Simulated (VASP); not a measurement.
Here is a VASP 6.6.1 calculation.

INCAR

```
SYSTEM = Fe
PREC = Accurate
ENCUT = 520
EDIFF = 1E-7
ISMEAR = 0
SIGMA = 0.05
LREAL = .FALSE.
LASPH = .TRUE.
NELM = 150
ALGO = Normal
ISIF = 2
LWAVE = .FALSE.
LCHARG = .FALSE.
ISPIN = 2
MAGMOM = 2.37
LORBIT = 11
LMAXMIX = 4
GGA = PS
NBANDS = 14
```

Contents of KPOINTS:

```
Automatic mesh
0
G
  22 22 22
  0 0 0
```

File POSCAR:

```
Fe
1.0
   -1.4132618620      1.4132618620      1.4132618620
    1.4132618620     -1.4132618620      1.4132618620
    1.4132618620      1.4132618620     -1.4132618620
Fe
1
Direct
    0.0000000000      0.0000000000      0.0000000000
```

Potentials or basis: VASP PAW PBE potentials, release 64 (Fe).

Command:

```sh
$ cat potpaw_PBE.64/Fe/POTCAR > POTCAR
$ mpirun -np 1 vasp_std > vasp.out
```

What does it give for the net moment?

2.17 μB per cell.

Predict the site moments.

Fe +2.16 μB.

Predict the pressure.

-8.6 GPa.

Caveat: the PAW data sets were made with another functional, which shifts forces and pressure a little.
